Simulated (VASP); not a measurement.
**Ga: single point with PBEsol+D4**

Crystal: Ga.

```
Ga
1.0
    -1.37501    1.37501    2.23301
     1.37501   -1.37501    2.23301
     1.37501    1.37501   -2.23301
Ga
1
Direct
  0.00000 0.00000 0.00000
```

```yaml
Program: VASP 6.6.1
Task: single point
Functional: PBEsol
Dispersion: D4
Potentials_or_basis: VASP PAW PBE potentials, release 64 (Ga_d)
Cutoff: 520 eV
k_mesh: 13 × 13 × 13
Occupations: fermi-dirac, width 0.05 eV
Spin: no spin polarisation
```

| Item | Value |
| --- | --- |
| Pressure | 0.0 GPa |
| Band gap on the k mesh | zero (an odd number of electrons rules out a gap without spin polarisation) |
| Dispersion energy per atom | -0.309 eV |

Levels at points of the mesh, in eV from the Fermi level:
| k point | band 4 | band 5 | band 6 | band 7 | band 8 | band 9 |
| --- | --- | --- | --- | --- | --- | --- |
| (0.00, 0.00, 0.00) | -14.86 | -14.68 | -11.90 | 13.52 | 13.55 | 13.55 |

It took 20 s on 1 thread of Intel Xeon 8259CL (shared host), peak memory 0.17 GiB.

Caveat: the PAW data sets were made with another functional, which shifts forces and pressure a little.
